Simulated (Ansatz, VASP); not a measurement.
## CsP4 in VASP and in Ansatz

```
CELL_PARAMETERS angstrom
3.79238 0.00000 0.00000
0.00000 3.79238 0.00000
0.00000 0.00000 7.90851
ATOMIC_POSITIONS crystal
Cs 0.00000 0.00000 0.00000
P 0.50000 0.00000 0.36279
P 0.00000 0.50000 0.63721
P 0.50000 0.00000 0.63721
P 0.00000 0.50000 0.36279
```

Change from the starting cell: ordered vacancies on the cation sites of fluorite (P4/mmm, No. 123).

Alike in both runs: functional PBE; k mesh 10 × 10 × 6; occupations gaussian, width 0.1 eV; no spin polarisation.

Ansatz relaxed the structure, and its values are those at the end. VASP's run is a single point on that final structure, the one shown.

|  | VASP | Ansatz |
| --- | --- | --- |
| version | VASP 6.6.1 | Ansatz 0.2.0 |
| potentials or method | VASP PAW PBE potentials, release 64 (Cs_sv, P), cutoff 520 eV | scalar-relativistic, plane waves, PAW |
| valence electrons in the cell | 29 | 29 |

Ansatz gave:

```
gap on the k mesh at the Fermi level (eV) : none
pressure (GPa)                            : 0.0
rms of the force components (eV/Å)        : 0.000
```

Which values does VASP return?

gap on the k mesh at the Fermi level (eV): none; pressure (GPa): 0.0; rms of the force components (eV/Å): 0.035.

A gap of «none» marks a metal or a gap that the smearing closes. The functional is the same, so the differences come from potentials, cutoffs and numerics.

Spin-orbit coupling is off throughout.
